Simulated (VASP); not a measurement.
# KI: single point with PBE

Crystal: KI.

```
K I
1.0
     4.90615   -5.55311    0.00000
     4.90615    5.55311    0.00000
     0.00000    0.00000    4.91992
K I
2 2
Direct
  0.75000 0.25000 0.49993
  0.25000 0.75000 0.50007
  0.00000 0.50000 0.00000
  0.50000 0.00000 0.00000
```

- Program: VASP 6.6.1
- Task: single point
- Functional: PBE
- Potentials or basis: VASP PAW PBE potentials, release 64 (K_sv, I)
- Cutoff: 520 eV
- k mesh: 4 × 4 × 2
- Occupations: gaussian, width 0.1 eV
- Spin: no spin polarisation
- Dipole correction: no
- Further INCAR settings: ALGO = Normal; EDIFF = 1e-06; NBANDS = 24

```
Pressure               : 0.0 GPa
Band gap on the k mesh : 3.31 eV
```

Stress tensor (GPa, compression positive):
```
-0.20  0.00  0.00
 0.00  0.19  0.00
 0.00  0.00  0.16
```

Levels at points of the mesh, in eV from the valence-band top:
| k point | band 14 | band 15 | band 16 | band 17 | band 18 | band 19 |
| --- | --- | --- | --- | --- | --- | --- |
| (0.00, 0.00, 0.00) | -0.20 | -0.20 | -0.18 | 3.31 | 4.89 | 5.19 |
| (0.50, 0.00, 0.00) | -0.35 | -0.27 | -0.27 | 4.41 | 4.41 | 5.83 |
| (0.50, 0.50, 0.00) | -0.17 | -0.16 | -0.13 | 4.81 | 5.11 | 5.24 |
| (0.00, 0.00, 0.50) | -0.35 | -0.27 | -0.13 | 5.11 | 5.24 | 5.30 |
| (0.50, 0.00, 0.50) | -0.57 | -0.22 | -0.22 | 5.14 | 5.14 | 6.00 |
| (0.50, 0.50, 0.50) | -0.45 | -0.33 | 0.00 | 4.88 | 4.91 | 6.51 |

Run time: 61 s on 1 thread of Intel(R) Xeon(R) Platinum 8559C (Emerald Rapids), on a shared host, peak memory 0.36 GiB.

Caveat: the k points lie up to 0.64 Å⁻¹ apart; spin-orbit coupling is left out, which moves the levels of the heavy elements. A hybrid or GW would open this gap; PBE tends to underestimate it.
